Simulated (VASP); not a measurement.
# SiC (Fm-3m) in VASP: further runs

The runs below take SiC through single point, with PBE.

Program: VASP 6.6.1. These are calculated values, not measurements. Logs are shortened: lines on timing, memory, paths and dates and some standing lists are left out, and cuts for length are marked.

**1. The cell of the first run**

It takes space group Fm-3m (No. 225, cubic). The conventional cell has a = 3.702 Å, b = 3.702 Å, c = 3.702 Å, α = 90.00°, β = 90.00°, γ = 90.00°. Within 2.5 Å of C (site symmetry m-3m) lie 6 Si at 1.85 Å. Si (site symmetry m-3m) has 6 C at 1.85 Å within 2.5 Å.

**2. Single point, PBE (volume scaled by 0.760)**

INCAR

```
SYSTEM = SiC
PREC     = Accurate       ! precision mode
ENCUT    = 520            ! plane-wave cutoff, eV
EDIFF    = 1E-6           ! SCF threshold, eV
ISMEAR   = 0              ! smearing method
SIGMA    = 0.05           ! smearing width, eV
LREAL    = .False.        ! projectors in reciprocal space
LASPH    = .True.         ! aspherical terms in the spheres
NELM     = 60             ! most SCF steps
ALGO     = Normal         ! electronic algorithm
ISIF     = 2              ! what is computed and relaxed
LWAVE    = .False.        ! write WAVECAR
LCHARG   = .True.         ! write CHGCAR
GGA      = PE             ! functional
LELF     = .True.         ! ELF
LVHAR    = .True.       
NBANDS   = 11             ! bands
```

KPOINTS

```
Automatic mesh
0
Gamma
  20 20 20
  0 0 0
```

POSCAR

```
SiC
1.0
    0.0000000000      1.8512014805      1.8512014805
    1.8512014805      0.0000000000      1.8512014805
    1.8512014805      1.8512014805      0.0000000000
C Si
1 1
Direct
    0.0000000000      0.0000000000      0.0000000000
    0.5000000000      0.5000000000      0.5000000000
```

Potentials or basis: VASP PAW PBE potentials, release 64 (C, Si).

The run is started by

```console
$ cat potpaw_PBE.64/C/POTCAR potpaw_PBE.64/Si/POTCAR > POTCAR
$ mpirun -np 1 vasp_std > vasp.out
```

OUTCAR:

```text
SYSTEM = SiC
   PREC = Accurate
   ENCUT = 520
   EDIFF = 1E-6
   ISMEAR = 0
   LREAL = .False.
   LASPH = .True.
   NELM = 60
   ISIF = 2
   GGA = PE

 ion  position               nearest neighbor table
   1  0.000  0.000  0.000-   2 1.85   2 1.85   2 1.85   2 1.85   2 1.85   2 1.85
   2  0.500  0.500  0.500-   1 1.85   1 1.85   1 1.85   1 1.85   1 1.85   1 1.85

  LATTYP: Found a face centered cubic cell.
 ALAT       =     3.7024029610

  Lattice vectors:

 A1 = (   0.0000000000,   1.8512014805,   1.8512014805)
 A2 = (   1.8512014805,   0.0000000000,   1.8512014805)
 A3 = (   1.8512014805,   1.8512014805,   0.0000000000)

Analysis of symmetry for initial positions (statically):
=====================================================================
 Subroutine PRICEL returns:
 Original cell was already a primitive cell.

 Routine SETGRP: Setting up the symmetry group for a
 face centered cubic supercell.

 Subroutine GETGRP returns: Found 48 space group operations
 (whereof 48 operations were pure point group operations)
 out of a pool of 48 trial point group operations.

The static configuration has the point symmetry O_h .

Analysis of symmetry for dynamics (positions and initial velocities):
=====================================================================
 Subroutine PRICEL returns:
 Original cell was already a primitive cell.

 Routine SETGRP: Setting up the symmetry group for a
 face centered cubic supercell.

 Subroutine GETGRP returns: Found 48 space group operations
 (whereof 48 operations were pure point group operations)
 out of a pool of 48 trial point group operations.

The dynamic configuration has the point symmetry O_h .

 Subroutine INISYM returns: Found 48 space group operations
 (whereof 48 operations are pure point group operations),
 and found     1 'primitive' translations

----------------------------------------------------------------------------------------

                                     Primitive cell

  volume of cell :      12.6879

  direct lattice vectors                    reciprocal lattice vectors
     0.000000000  1.851201481  1.851201481    -0.270094857  0.270094857  0.270094857
     1.851201481  0.000000000  1.851201481     0.270094857 -0.270094857  0.270094857
     1.851201481  1.851201481  0.000000000     0.270094857  0.270094857 -0.270094857

  length of vectors
     2.617994240  2.617994240  2.617994240     0.467818016  0.467818016  0.467818016

  position of ions in fractional coordinates (direct lattice)
     0.000000000  0.000000000  0.000000000
     0.500000000  0.500000000  0.500000000

  ion indices of the primitive-cell ions
   primitive index   ion index
                 1           1
                 2           2

----------------------------------------------------------------------------------------

 KPOINTS: Automatic mesh

Automatic generation of k-mesh.
 Grid dimensions read from file:
 generate k-points for:   20   20   20

 Generating k-lattice:

  Cartesian coordinates                     Fractional coordinates (reciprocal lattice)
    -0.013504743  0.013504743  0.013504743     0.050000000  0.000000000  0.000000000
     0.013504743 -0.013504743  0.013504743     0.000000000  0.050000000  0.000000000
     0.013504743  0.013504743 -0.013504743     0.000000000  0.000000000  0.050000000

  Length of vectors
     0.023390901  0.023390901  0.023390901

  Shift w.r.t. Gamma in fractional coordinates (k-lattice)
     0.000000000  0.000000000  0.000000000

 Subroutine IBZKPT returns following result:
 ===========================================

 Found    256 irreducible k-points:

 Following reciprocal coordinates:
            Coordinates               Weight
  0.000000  0.000000  0.000000      1.000000
  0.050000  0.000000  0.000000      8.000000
  0.100000  0.000000  0.000000      8.000000
  0.150000  0.000000  0.000000      8.000000
  0.200000  0.000000  0.000000      8.000000
  0.250000  0.000000  0.000000      8.000000
[... 16 lines left out ...]
 -0.400000  0.050000  0.000000     24.000000
 -0.350000  0.050000  0.000000     24.000000
 [... further k-points ...]
   k-points           NKPTS =    256   k-points in BZ     NKDIM =    256   number of bands    NBANDS=     11
   number of dos      NEDOS =    301   number of ions     NIONS =      2
   total plane-waves  NPLWV =   8000
   dimension x,y,z NGX =    20 NGY =   20 NGZ =   20
   dimension x,y,z NGXF=    40 NGYF=   40 NGZF=   40
   ions per type =               1   1
   NGX,Y,Z   is equivalent  to a cutoff of  12.70, 12.70, 12.70 a.u.
   NGXF,Y,Z  is equivalent  to a cutoff of  25.40, 25.40, 25.40 a.u.
 SYSTEM =  SiC
   PREC   = accura    normal or accurate (medium, high low for compatibility)
   ISTART =      0    job   : 0-new  1-cont  2-samecut
   ICHARG =      2    charge: 1-file 2-atom 10-const
   ISPIN  =      1    spin polarized calculation?
   LNONCOLLINEAR =      F non collinear calculations
   LSORBIT =      F    spin-orbit coupling
   LASPH  =      T    aspherical Exc in radial PAW
   ENCUT  =  520.0 eV  38.22 Ry    6.18 a.u.   4.87  4.87  4.87*2*pi/ulx,y,z
   NELM   =     60;   NELMIN=  2; NELMDL= -5     # of ELM steps
   EDIFF  = 0.1E-05   stopping-criterion for ELM
   LREAL  =      F    real-space projection
   EDIFFG = 0.1E-04   stopping-criterion for IOM
   NSW    =      0    number of steps for IOM
   IBRION =     -1    ionic relax: 0-MD 1-quasi-New 2-CG
   NFREE  =      0    steps in history (QN), initial steepest desc. (CG)
   ISIF   =      2    stress and relaxation
   ISYM   =      2    0-nonsym 1-usesym 2-fastsym
   POTIM  = 0.5000    time-step for ionic-motion
   TEBEG  =    0.0;   TEEND  =   0.0 temperature during run
   PSTRESS=    0.0 pullay stress
   NELECT =       8.0000    total number of electrons
   NUPDOWN=      -1.0000    fix difference up-down
   EMIN   =  10.00;   EMAX   =-10.00  energy-range for DOS
   EFERMI =   0.00;   METHOD = LEGACY
   ISMEAR =     0;   SIGMA  =   0.05  broadening in eV -4-tet -1-fermi 0-gaus
   EFERMI_NEDOS =   21; number of points for ismear=-14 and -15
   IALGO  =     38    algorithm
   IMIX   =      4    mixing-type and parameters
     AMIX     =   0.40;   BMIX     =  1.00
     AMIX_MAG =   1.60;   BMIX_MAG =  1.00
  volume/ion in A,a.u.               =       6.34        42.81
  Fermi-wavevector in a.u.,A,eV,Ry     =   1.403808  2.652813 26.812698  1.970678
  Thomas-Fermi vector in A             =   2.526433
   LORBIT       =      0    0 simple, 1 ext, 2 COOP (PROOUT), +10 PAW based schemes
   GGA     = PE    functional components
   LHFCALC =     F    Hartree Fock is set to
   AEXX    =    0.0000 exact exchange contribution
   IVDW    =     0    specifies the selected vdW correction
   LEPSILON=     F    determine dielectric tensor
   LRPA    =     F    only Hartree local field effects (RPA)
 non-spin polarized calculation
 Gauss-broadening in eV      SIGMA  =   0.05
  energy-cutoff  :      520.00
  volume of cell :       12.69
 maximum number of plane-waves:       360
   NGX =  9   NGY =  9   NGZ =  9

 number of electron       8.0000001 magnetization

 Free energy of the ion-electron system (eV)
  ---------------------------------------------------
  ext. energy  EPLUGINS =         0.00000000
  ---------------------------------------------------
  free energy    TOTEN  =       -12.37184488 eV

  energy without entropy =      -12.37184488  energy(sigma->0) =      -12.37184488

 E-fermi :  17.2280     XC(G=0): -13.9504

 val. band max:       16.9853162652   @ k =   0.0000   0.0000   0.0000
 cond. band min:      18.0880733184   @ k =   0.5000   0.5000   0.0000
 fundamental gap:      1.1027570532
 Fermi energy:        17.2280079422

 k-point     1 :       0.0000    0.0000    0.0000
  band No.  band energies     occupation
      1      -4.8949      2.00000
      2      16.9853      2.00000
      3      16.9853      2.00000
      4      16.9853      2.00000
      5      25.9662      0.00000
      6      25.9662      0.00000
      7      25.9662      0.00000
      8      29.8866      0.00000
      9      32.2404      0.00000
     10      32.2404      0.00000
     11      32.9442      0.00000

 k-point     2 :       0.0500    0.0000    0.0000
  band No.  band energies     occupation
      1      -4.8223      2.00000
      2      16.5778      2.00000
      3      16.9147      2.00000
      4      16.9147      2.00000
      5      25.8652      0.00000
      6      26.1223      0.00000
      7      26.1223      0.00000
      8      30.0028      0.00000
      9      31.2074      0.00000
     10      31.2074      0.00000
     11      33.3253      0.00000

 k-point     3 :       0.1000    0.0000    0.0000
  band No.  band energies     occupation
      1      -4.6049      2.00000
      2      15.4860      2.00000
      3      16.7218      2.00000
      4      16.7218      2.00000
      5      25.6296      0.00000
      6      26.5232      0.00000
      7      26.5232      0.00000
      8      29.9682      0.00000
      9      29.9682      0.00000
     10      30.3615      0.00000
     11      33.0766      0.00000

 k-point     4 :       0.1500    0.0000    0.0000
  band No.  band energies     occupation
      1      -4.2436      2.00000
      2      13.9707      2.00000
      3      16.4510      2.00000
      4      16.4510      2.00000
      5      25.3632      0.00000
      6      26.8426      0.00000
      7      26.8426      0.00000
      8      29.2371      0.00000
      9      29.2371      0.00000
     10      30.9292      0.00000
     11      32.6336      0.00000
[... 239 lines left out ...]
 k-point    22 :      -0.4500    0.0500    0.0000
  band No.  band energies     occupation
      1       1.1015      2.00000
      2       3.5762      2.00000
      3      14.6755      2.00000
      4      15.0696      2.00000
      5      23.4824      0.00000
      6      23.7995      0.00000
      7      24.9291      0.00000
      8      30.2749      0.00000
      9      34.9550      0.00000
     10      36.5762      0.00000
     11      37.2481      0.00000

 k-point    23 :      -0.4000    0.0500    0.0000
  band No.  band energies     occupation
      1       0.0388      2.00000
      2       4.9161      2.00000
      3      14.6466      2.00000
      4      15.2574      2.00000
      5      23.8171      0.00000
      6      23.8721      0.00000
      7      24.9269      0.00000
      8      30.4775      0.00000
      9      34.4717      0.00000
     10      35.0549      0.00000
     11      36.7380      0.00000

 k-point    24 :      -0.3500    0.0500    0.0000
  band No.  band energies     occupation
      1      -1.0158      2.00000
      2       6.4801      2.00000
      3      14.6947      2.00000
      4      15.4994      2.00000
      5      24.1247      0.00000
      6      24.3112      0.00000
      7      24.9412      0.00000
      8      30.8245      0.00000
      9      33.3633      0.00000
     10      33.6238      0.00000
     11      35.7132      0.00000

 [... further k-points ...]
[... 5 lines left out ...]
  --------------------------------------------------------------------------------------
  -------------------------------------------------------------------------------------
  Total        9.7021727      9.7021727      9.7021727      0.0000000      0.0000000     -0.0000000
  in kB     1225.1478998   1225.1478998   1225.1478998      0.0000000      0.0000000     -0.0000000
  external PRESSURE =    1225.1478998 kB  Pullay stress =       0.0000000 kB

 VOLUME and BASIS-vectors are now :
 -----------------------------------------------------------------------------
  energy-cutoff  :      520.00
  volume of cell :       12.69
      direct lattice vectors                 reciprocal lattice vectors
     0.000000000  1.851201481  1.851201481    -0.270094857  0.270094857  0.270094857
     1.851201481  0.000000000  1.851201481     0.270094857 -0.270094857  0.270094857
     1.851201481  1.851201481  0.000000000     0.270094857  0.270094857 -0.270094857

 POSITION                                       TOTAL-FORCE (eV/Angst)
 -----------------------------------------------------------------------------------
      0.00000      0.00000      0.00000         0.000000     -0.000000      0.000000
      1.85120      1.85120      1.85120         0.000000      0.000000     -0.000000
 -----------------------------------------------------------------------------------
    total drift:                                0.000000     -0.000000     -0.000000

  FREE ENERGIE OF THE ION-ELECTRON SYSTEM (eV)
  ---------------------------------------------------
  free  energy   TOTEN  =       -12.3718448760 eV

  energy  without entropy=      -12.3718448760  energy(sigma->0) =      -12.37184488
```

It took 22 s on 1 thread of Intel Xeon 6975P-C, shared host; peak memory 0.15 GiB.

Results:

```yaml
Free_energy: -12.3718 eV
Pressure: 122.5 GPa
Band_gap_on_the_k_mesh: 1.10 eV, indirect (least direct gap 6.57 eV)
```

 A k mesh can miss the band edges.

**3. Single point, PBE (volume scaled by 1.040)**

INCAR

```
PREC     = Accurate       # precision mode
ENCUT    = 520            # plane-wave cutoff, eV
EDIFF    = 1E-7           # SCF threshold, eV
ISMEAR   = 0              # smearing method
SIGMA    = 0.05           # smearing width, eV
LREAL    = False          # projectors in reciprocal space
LASPH    = True           # aspherical terms in the spheres
NELM     = 80             # most SCF steps
ALGO     = Normal         # electronic algorithm
ISIF     = 2              # what is computed and relaxed
LWAVE    = False          # write WAVECAR
LCHARG   = True           # write CHGCAR
GGA      = PE             # functional
LELF     = True           # ELF
LVHAR    = True         
NBANDS   = 11             # bands
```

KPOINTS

```
regular mesh
0
Gamma
  18 18 18
```

POSCAR

```
SiC
1.0
    0.0000000000      2.0552292458      2.0552292458
    2.0552292458      0.0000000000      2.0552292458
    2.0552292458      2.0552292458      0.0000000000
C Si
1 1
Direct
    0.0000000000      0.0000000000      0.0000000000
    0.5000000000      0.5000000000      0.5000000000
```

Potentials or basis: VASP PAW PBE potentials, release 64 (C, Si).

The run is started by

```console
$ cat potpaw_PBE.64/C/POTCAR potpaw_PBE.64/Si/POTCAR > POTCAR
$ mpirun -np 1 vasp_std > vasp.out
```

Wall time 19 s (1 thread of Intel Xeon 6975P-C, shared host); peak memory 0.16 GiB.

It converged, with:

| Item | Value |
| --- | --- |
| Free energy | -13.5571 eV |
| Pressure | -8.8 GPa |
| Band gap on the k mesh | zero (band 4 reaches 11.82 eV, above the bottom of band 5 at 10.48 eV) |

Levels at points of the mesh, in eV from the Fermi level:
```
           k point  band 1  band 2  band 3  band 4  band 5  band 6  band 7  band 8  band 9
(0.00, 0.00, 0.00)  -17.84    0.11    0.11    0.11    6.78    9.03    9.03    9.03   12.26
(0.50, 0.00, 0.00)  -12.84  -11.09   -0.83   -0.83    5.16    5.16    5.73    9.18   14.47
(0.50, 0.50, 0.00)  -11.20   -9.29   -4.02   -4.02   -1.12    2.84   14.29   14.29   14.59
```

**4. Single point, PBE (volume scaled by 0.800)**

INCAR

```
PREC = Accurate
ENCUT = 520
EDIFF = 1E-7
ISMEAR = 0
SIGMA = 0.05
LREAL = F
LASPH = T
NELM = 60
ALGO = Normal
ISIF = 2
LWAVE = F
LCHARG = F
GGA = PE
NBANDS = 11
```

KPOINTS

```
Automatic mesh
0
Gamma
  20 20 20
```

POSCAR

```
SiC
1.0
    0.0000000000      1.8831250209      1.8831250209
    1.8831250209      0.0000000000      1.8831250209
    1.8831250209      1.8831250209      0.0000000000
C Si
1 1
Direct
    0.0000000000      0.0000000000      0.0000000000
    0.5000000000      0.5000000000      0.5000000000
```

The run is started by

```console
$ cat potpaw_PBE.64/C/POTCAR potpaw_PBE.64/Si/POTCAR > POTCAR
$ mpirun -np 1 vasp_std > vasp.out
```

Wall time 20 s (1 thread of Intel Xeon 6975P-C, shared host); peak memory 0.15 GiB.

The run converged. Its results:

| Quantity | Value |
| --- | --- |
| Free energy | -12.8116 eV |
| Pressure | 89.5 GPa |
| Band gap on the k mesh | 0.66 eV, indirect (least direct gap 5.89 eV) |

Levels at points of the mesh, in eV from the valence-band top:
```csv
k point,band 1,band 2,band 3,band 4,band 5,band 6,band 7,band 8
"(0.00, 0.00, 0.00)",-21.19,0.00,0.00,0.00,8.98,8.98,8.98,11.76
"(0.50, 0.00, 0.00)",-15.10,-13.42,-1.71,-1.71,6.34,6.34,7.33,12.14
"(0.50, 0.50, 0.00)",-12.70,-11.93,-5.23,-5.23,0.66,1.43,18.17,18.27
```

 A k mesh can miss the band edges.

**5. The runs side by side**

| cell | k mesh | gap on the mesh (eV) | pressure (GPa) |
| --- | --- | --- | --- |
| a = 2.618 Å, angles 60.0°, 2 atoms | 20 × 20 × 20 | 1.10 | 122.5 |
| a = 2.907 Å, angles 60.0°, 2 atoms | 18 × 18 × 18 | none | -8.8 |
| a = 2.663 Å, angles 60.0°, 2 atoms | 20 × 20 × 20 | 0.66 | 89.5 |

Alike in all rows: task single point; level PBE; potentials or basis VASP PAW PBE potentials, release 64 (C, Si); no spin polarisation; cutoff (eV) 520; smearing gaussian 0.05 eV.

Total energies depend on the potentials used, so only differences within one code and one set of settings carry meaning.
